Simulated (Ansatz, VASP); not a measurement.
# BaMg6Cd in VASP and in Ansatz

File INCAR:

```
ALGO = Fast
EDIFF = 1E-7
ENCUT = 520
GGA = PE
ISIF = 2
ISMEAR = 0
LASPH = T
LCHARG = T
LELF = T
LREAL = F
LVHAR = T
LWAVE = F
NBANDS = 27
NELM = 60
PREC = Accurate
SIGMA = 0.1
```

File KPOINTS:

```
k-points
0
Gamma
  8 6 6
```

POSCAR

```
BaMg6Cd
1.0
    5.2005534996      0.0000000000      0.0000000000
    0.0000000000      3.6679514468      6.1278969283
    0.0000000000     -3.6679514468      6.1278969283
Ba Mg Cd
1 6 1
Direct
    0.0000000000      0.8258665258      0.8258665258
    0.0000000000      0.3352932663      0.8231263440
    0.0000000000      0.8231263440      0.3352932663
    0.0000000000      0.3388845206      0.3388845206
    0.5000000000      0.2070821330      0.6542679473
    0.5000000000      0.6542679473      0.2070821330
    0.5000000000      0.1667551581      0.1667551581
    0.5000000000      0.6487241050      0.6487241050
```

Input for Ansatz:

```yaml
crystal:
  lattice:
    - [5.2005534996, 0.0, 0.0]
    - [0.0, 3.6679514468, 6.1278969283]
    - [0.0, -3.6679514468, 6.1278969283]
  atoms:
    - { symbol: Ba, position: [0.0, 0.8258665258, 0.8258665258] }
    - { symbol: Mg, position: [0.0, 0.3352932663, 0.823126344] }
    - { symbol: Mg, position: [0.0, 0.823126344, 0.3352932663] }
    - { symbol: Mg, position: [0.0, 0.3388845206, 0.3388845206] }
    - { symbol: Mg, position: [0.5, 0.207082133, 0.6542679473] }
    - { symbol: Mg, position: [0.5, 0.6542679473, 0.207082133] }
    - { symbol: Mg, position: [0.5, 0.1667551581, 0.1667551581] }
    - { symbol: Cd, position: [0.5, 0.648724105, 0.648724105] }
basis:
  ecutwfc: 420
kpoints:
  mp_grid: { grid: [8, 6, 6] }
hamiltonian:
  xc: pbe
scf:
  occupations: { method: gaussian, width: 0.1 }
output:
  forces: true
  stress: true
  eigenvalues: true
  write_density: true
  write_potential: true
  elf: true
  volumetric_format: npy
```

Alike in both runs: task single point; functional PBE; k mesh 8 × 6 × 6; occupations gaussian, width 0.1 eV; no spin polarisation.

|  | VASP | Ansatz |
| --- | --- | --- |
| version | VASP 6.6.1 | Ansatz 0.2.0 |
| potentials or method | VASP PAW PBE potentials, release 64 (Ba_sv, Mg, Cd), cutoff 520 eV | scalar-relativistic, plane waves, PAW |
| valence electrons in the cell | 34 | 90 |

|  | VASP | Ansatz | Ansatz less VASP |
| --- | --- | --- | --- |
| gap on the k mesh at the Fermi level (eV) | none | none | - |
| pressure (GPa) | -1.1 | -1.1 | 0.00 |
| traceless stress, the component that is largest in VASP (GPa) | -0.82 | -0.81 | +0.017 |
| rms of the force components (eV/Å) | 0.094 | 0.089 | -0.0053 |

Atom by atom the forces differ by 0.006 eV/Å (rms over components). A gap of «none» marks a metal or a gap that the smearing closes. VASP's potentials hold 34 valence electrons a cell and Ansatz's 90, so a difference there can come from the potentials and not from the codes.

Neither program's run includes spin-orbit coupling.
